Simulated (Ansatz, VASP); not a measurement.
Two plane-wave programs on BN

```
B N
1.0
     2.55394    0.00000    0.00000
    -1.27697    2.21178    0.00000
     0.00000    0.00000    4.22685
B N
2 2
Direct
  0.66667 0.33333 0.05296
  0.33333 0.66667 0.49972
  0.66667 0.33333 0.62528
  0.33333 0.66667 0.12528
```

Alike in both runs: task single point; functional PBE; k mesh 12 × 12 × 6; occupations gaussian, width 0.05 eV; no spin polarisation.

|  | VASP | Ansatz |
| --- | --- | --- |
| version | VASP 6.6.1 | Ansatz 0.2.0 |
| potentials or method | VASP PAW PBE potentials, release 64 (B, N), cutoff 520 eV | scalar-relativistic, plane waves, PAW |
| valence electrons in the cell | 16 | 16 |

VASP gave:

* gap on the k mesh at the Fermi level (eV): 4.60
* least direct gap on the mesh (eV): 7.32
* pressure (GPa): 7.1
* traceless stress, the component that is largest in VASP (GPa): 3.34
* rms of the force components (eV/Å): 1.800

**Question.** Which values does Ansatz return?

**Answer.** gap on the k mesh at the Fermi level (eV): 4.61; least direct gap on the mesh (eV): 7.33; pressure (GPa): 6.9; traceless stress, the component that is largest in VASP (GPa): 3.52; rms of the force components (eV/Å): 1.795.

Atom by atom the forces differ by 0.008 eV/Å (rms over components).
